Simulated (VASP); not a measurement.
## Bi: elastic constants with LDA

The system is Bi.

```
Bi
1.0
    -1.98143    1.98143    1.98143
     1.98143   -1.98143    1.98143
     1.98143    1.98143   -1.98143
Bi
1
Direct
  0.00000 0.00000 0.00000
```

```
Program                   : VASP 6.6.1
Task                      : elastic constants
Functional                : LDA
Potentials or basis       : VASP PAW LDA potentials, release 64 (Bi_d)
Cutoff                    : 600 eV
k mesh                    : 7 × 7 × 7
Occupations               : fermi-dirac, width 0.05 eV
Spin                      : no spin polarisation
Dipole correction         : no
Ions in elastic constants : relaxed
Further INCAR settings    : ALGO = Normal; EDIFF = 1e-08; IBRION = 6; POTIM = 0.015; NSW = 1; ISIF = 3
```

* Elastic constants C11, C12, C44: 58, 54, -6 GPa
* Voigt bulk modulus: 55 GPa

Elastic tensor in Voigt notation (GPa, in the Cartesian axes of the cell as first typed):
```
58 54 54  0  0  0
54 58 54  0  0  0
54 54 58  0  0  0
 0  0  0 -6  0  0
 0  0  0  0 -6  0
 0  0  0  0  0 -6
```

Clamped-ion elastic tensor (GPa):
```
58 54 54  0  0  0
54 58 54  0  0  0
54 54 58  0  0  0
 0  0  0 -6  0  0
 0  0  0  0 -6  0
 0  0  0  0  0 -6
```

Run time: 5.1 min on 1 thread of Intel Xeon 8259CL, on a shared host, peak memory 0.21 GiB.

Caveat: the cell is under stress, which shifts elastic constants; the elastic tensor has a negative eigenvalue, so either the cell is unstable as it stands or the mesh is too thin.
